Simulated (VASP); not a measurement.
Write the native input for VASP 6.6.1 that does the following.

```
Task                   : single point
Functional             : PBE
Potentials or basis    : VASP PAW PBE potentials, release 64 (Lu)
Cutoff                 : 520 eV
k mesh                 : 13 × 13 × 8
Occupations            : fermi-dirac, width 0.03 eV
Spin                   : no spin polarisation
Dipole correction      : no
Further INCAR settings : ALGO = Normal; EDIFF = 1e-06; NBANDS = 32
```

The structure of Lu lies in POSCAR:

```
Lu
1.0
    3.5331439303      0.0000000000      0.0000000000
   -1.7665719652      3.0597923990      0.0000000000
    0.0000000000      0.0000000000      5.6034659750
Lu
2
Direct
    0.3333333333      0.6666666667      0.2500000000
    0.6666666667      0.3333333333      0.7500000000
```

These files were run (other wordings do the same):

INCAR

```
SYSTEM = Lu
ALGO     = Normal         ! electronic algorithm
EDIFF    = 1E-6           ! SCF threshold, eV
ENCUT    = 520            ! plane-wave cutoff, eV
GGA      = PE             ! functional
ISIF     = 2              ! what is computed and relaxed
ISMEAR   = -1             ! smearing method
LASPH    = .True.         ! aspherical terms in the spheres
LCHARG   = .False.        ! write CHGCAR
LREAL    = .False.        ! projectors in reciprocal space
LWAVE    = .False.        ! write WAVECAR
NBANDS   = 32             ! bands
NELM     = 60             ! most SCF steps
PREC     = Accurate       ! precision mode
SIGMA    = 0.03           ! smearing width, eV
```

KPOINTS

```
k-points
0
Gamma
  13 13 8
  0 0 0
```

Potentials or basis: VASP PAW PBE potentials, release 64 (Lu).

Run with:

```bash
$ cat potpaw_PBE.64/Lu/POTCAR > POTCAR
$ mpirun -np 1 vasp_std > vasp.out
```

It gave:

```yaml
Pressure: -1.4 GPa
Band_gap_on_the_k_mesh: zero (bands 25 and 26 overlap by 1.70 eV)
```

Caveat: spin-orbit coupling is left out, which moves the levels of the heavy elements.

Run time: 2 min on 1 thread of AMD EPYC 7R13 Processor (Zen 3), with other jobs on the host, peak memory 0.27 GiB.
